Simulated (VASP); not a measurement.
A run of VASP 6.6.1 is set up as follows.

The input INCAR:

```
  ALGO = Normal
  EDIFF = 1E-8
  ENCUT = 520
  ISIF = 2
  ISMEAR = -1
  LASPH = True
  LCHARG = False
  LEFG = True
  LREAL = False
  LWAVE = False
  NBANDS = 18
  NELM = 60
  PREC = Accurate
  SIGMA = 0.08
```

Contents of KPOINTS:

```
k-points
0
Gamma
  12 12 7
```

File POSCAR:

```
Y
1.0
    3.7231154432      0.0000000000      0.0000000000
   -1.8615577216      3.2243125550      0.0000000000
    0.0000000000      0.0000000000      5.8601227356
Y
2
Direct
    0.3333333333      0.6666666667      0.2500000000
    0.6666666667      0.3333333333      0.7500000000
```

Potentials or basis: VASP PAW LDA potentials, release 64 (Y_sv).

The run is started by

```sh
$ cat potpaw_LDA.64/Y_sv/POTCAR > POTCAR
$ mpirun -np 1 vasp_std > vasp.out
```

What does it give for the band gap on the k mesh?

Zero (band 11 reaches 3.26 eV, above the bottom of band 12 at 2.09 eV).

What does it give for the pressure?

-5.7 GPa.

Electric field gradients, principal values (V/Å²):
```tsv
atom	least	middle	greatest (by size)
1 Y	-11.004	-11.005	22.009
2 Y	-11.004	-11.005	22.009
```

Caveat: without QUAD_EFG the Cq values of the log hold for a quadrupole moment of 1 mb, not for the nuclei.
